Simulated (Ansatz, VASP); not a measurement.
Two plane-wave programs on As

File INCAR:

```
SYSTEM = As
PREC = Accurate
ENCUT = 510
EDIFF = 1E-6
ISMEAR = 0
SIGMA = 0.1
LREAL = .False.
LASPH = .True.
NELM = 120
ALGO = Normal
ISIF = 2
LWAVE = .False.
LCHARG = .False.
GGA = PE
IVDW = 12
NBANDS = 22
GGA_COMPAT = .False.
```

The input KPOINTS:

```
Automatic mesh
0
Gamma
  6 6 6
  0 0 0
```

POSCAR

```
As
1.0
    1.8774110887      1.0839237974      3.7043351684
   -1.8774110887      1.0839237974      3.7043351684
    0.0000000000     -2.1678475948      3.7043351684
As
2
Direct
    0.2244335900      0.2244335900      0.2244335900
    0.7755664100      0.7755664100      0.7755664100
```

Input for Ansatz:

```yaml
crystal:
  lattice:
    - [1.8774110887, 1.0839237974, 3.7043351684]
    - [-1.8774110887, 1.0839237974, 3.7043351684]
    - [0.0, -2.1678475948, 3.7043351684]
  atoms:
    - { symbol: As, position: [0.22443359, 0.22443359, 0.22443359] }
    - { symbol: As, position: [0.77556641, 0.77556641, 0.77556641] }
basis:
  ecutwfc: 420
kpoints:
  mp_grid: { grid: [6, 6, 6] }
hamiltonian:
  xc: pbe
  dispersion: d3bj
scf:
  occupations: { method: gaussian, width: 0.1 }
output:
  forces: true
  stress: true
  eigenvalues: true
```

Alike in both runs: task single point; functional PBE; dispersion D3(BJ); k mesh 6 × 6 × 6; occupations gaussian, width 0.1 eV; no spin polarisation.

```csv
,VASP,Ansatz
version,VASP 6.6.1,Ansatz 0.2.0
potentials or method,"VASP PAW PBE potentials, release 64 (As_d), cutoff 510 eV","scalar-relativistic, plane waves, PAW"
valence electrons in the cell,30,30
```

VASP gave:

| Item | Value |
| --- | --- |
| gap on the k mesh at the Fermi level (eV) | none |
| pressure (GPa) | -1.3 |
| traceless stress, the component that is largest in VASP (GPa) | -1.56 |
| rms of the force components (eV/Å) | 0.100 |

**Question.** What did Ansatz give for the same quantities?

**Answer.** gap on the k mesh at the Fermi level (eV): none; pressure (GPa): -1.3; traceless stress, the component that is largest in VASP (GPa): -1.54; rms of the force components (eV/Å): 0.092.

Atom by atom the forces differ by 0.008 eV/Å (rms over components). A gap of «none» marks a metal or a gap that the smearing closes.
